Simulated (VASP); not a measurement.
Input of a VASP 6.6.1 run:

The input INCAR:

```
SYSTEM = Si3N4
  PREC = Accurate
  ENCUT = 520
  EDIFF = 1E-7
  ISMEAR = 0
  SIGMA = 0.02
  LREAL = .FALSE.
  LASPH = .TRUE.
  NELM = 60
  ALGO = Normal
  ISIF = 2
  LWAVE = .FALSE.
  LCHARG = .FALSE.
  GGA = PE
  IVDW = 12
  NBANDS = 45
```

KPOINTS

```
regular mesh
0
G
  6 6 8
  0 0 0
```

The input POSCAR:

```
Si3N4
1.0
    7.6192383080      0.0000000000      0.0000000000
   -3.8096191540      6.5984539322      0.0000000000
    0.0000000000      0.0000000000      2.9113089362
Si N
6 8
Direct
    0.1740815131      0.7678377798      0.2500000000
    0.4062437333      0.1740815131      0.7500000000
    0.2321622202      0.4062437333      0.2500000000
    0.8259184869      0.2321622202      0.7500000000
    0.5937562667      0.8259184869      0.2500000000
    0.7678377798      0.5937562667      0.7500000000
    0.3333333333      0.6666666667      0.2500000000
    0.6666666667      0.3333333333      0.7500000000
    0.3299441442      0.0298844489      0.2500000000
    0.3000596954      0.3299441442      0.7500000000
    0.9701155511      0.3000596954      0.2500000000
    0.6700558558      0.9701155511      0.7500000000
    0.6999403046      0.6700558558      0.2500000000
    0.0298844489      0.6999403046      0.7500000000
```

Potentials or basis: VASP PAW PBE potentials, release 64 (Si, N).

Launch:

```sh
$ cat potpaw_PBE.64/Si/POTCAR potpaw_PBE.64/N/POTCAR > POTCAR
$ mpirun -np 1 vasp_std > vasp.out
```

Task: Predict the dispersion energy per atom.

Result: -0.256 eV.

Task: What does it give for the band gap on the k mesh?

Result: 4.32 eV, indirect (least direct gap 4.51 eV).

Task: What does it give for the largest force?

Result: 0.003 eV/Å.

Forces on the atoms (eV/Å):
```
Si   0.001  0.003  0.000
Si  -0.002  0.002  0.000
Si  -0.003 -0.001  0.000
Si  -0.001 -0.003  0.000
Si   0.002 -0.002  0.000
Si   0.003  0.001  0.000
N    0.000  0.000  0.000
N    0.000  0.000  0.000
N   -0.002 -0.001  0.000
N    0.000 -0.002  0.000
N    0.002 -0.001  0.000
N    0.002  0.001  0.000
N    0.000  0.002  0.000
N   -0.002  0.001  0.000
```

A k mesh can miss the band edges. Expect the measured gap to be larger: semilocal functionals such as PBE lack the derivative discontinuity.
